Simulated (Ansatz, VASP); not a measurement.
**One calculation of Ta, two programs**

```xyz
1
Lattice="-1.6513 1.6513 1.6513 1.6513 -1.6513 1.6513 1.6513 1.6513 -1.6513" Properties=species:S:1:pos:R:3 pbc="T T T"
Ta    0.0000    0.0000    0.0000
```

Alike in both runs: task relaxation of cell and atoms; functional PBEsol; dispersion D3(BJ); k mesh 11 × 11 × 11; occupations fermi-dirac, width 0.05 eV; no spin polarisation.

```csv
,VASP,Ansatz
version,VASP 6.6.1,Ansatz 0.2.0
potentials or method,"VASP PAW PBE potentials, release 64 (Ta_pv)",Ansatz PAW
plane-wave cutoff (eV),600,420
valence electrons in the cell,11,13
```

VASP gave:

```
gap on the k mesh at the Fermi level, each at its own relaxed structure (eV) : none
relaxed volume (Å³/atom)                                                     : 17.11
relaxed cell length with the largest relative difference (Å)                 : 2.812
```

Q: Estimate Ansatz's values.

A: gap on the k mesh at the Fermi level, each at its own relaxed structure (eV): none; relaxed volume (Å³/atom): 17.08; relaxed cell length with the largest relative difference (Å): 2.810.

VASP's potentials were made for PBE, not for PBEsol. A gap of «none» marks a metal or a gap that the smearing closes. VASP's potentials hold 11 valence electrons a cell and Ansatz's 13, so a difference there can come from the potentials and not from the codes.

Neither program's run includes spin-orbit coupling. Noted on Ansatz's run: the plane-wave basis is chosen anew once the cell has moved, so the energies of steps on either side of that aren't comparable.
